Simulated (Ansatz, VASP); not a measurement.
## One calculation of Ca, two programs

The input INCAR:

```
PREC = Accurate
ENCUT = 520
EDIFF = 1E-6
ISMEAR = -1
SIGMA = 0.15
LREAL = F
LASPH = T
NELM = 100
ALGO = Normal
ISIF = 2
LWAVE = F
LCHARG = F
GGA = PE
NBANDS = 11
```

KPOINTS

```
Automatic mesh
0
Gamma
  6 6 6
```

Contents of POSCAR:

```
Ca
1.0
    0.0284572713      2.8463181119      2.6703457985
    2.8034969803     -0.0621031616      2.7608962148
    2.6949065973      2.8282781451      0.0464872214
Ca
1
Direct
    0.0000000000      0.0000000000      0.0000000000
```

Input for Ansatz:

```yaml
crystal:
  lattice:
    - [0.028457271301818257, 2.8463181118808074, 2.6703457985297536]
    - [2.803496980302042, -0.06210316158791735, 2.760896214780524]
    - [2.694906597273879, 2.8282781451034142, 0.04648722144024588]
  atoms:
    - { symbol: Ca, position: [0.0, 0.0, 0.0] }
basis:
  ecutwfc: 540.0
  xc_grid: 2
kpoints:
  mp_grid:
    grid: [6, 6, 6]
hamiltonian:
  xc: pbe
scf:
  convergence:
    dr2_threshold: 1.0e-09
  occupations:
    method: fermi_dirac
    width: 0.15
output:
  forces: true
  stress: true
```

Alike in both runs: task single point; functional PBE; k mesh 6 × 6 × 6; occupations fermi-dirac, width 0.15 eV; no spin polarisation.

```csv
,VASP,Ansatz
version,VASP 6.6.1,Ansatz 0.2.0
potentials or method,"VASP PAW PBE potentials, release 64 (Ca_sv), cutoff 520 eV","plane waves, PAW"
valence electrons in the cell,10,10
```

```tsv
	VASP	Ansatz	Ansatz less VASP
pressure (GPa)	0.1	0.1	-0.02
traceless stress, the component that is largest in VASP (GPa)	-0.89	-0.89	+0.001
```

Ansatz's warnings: stress scf threshold loose.
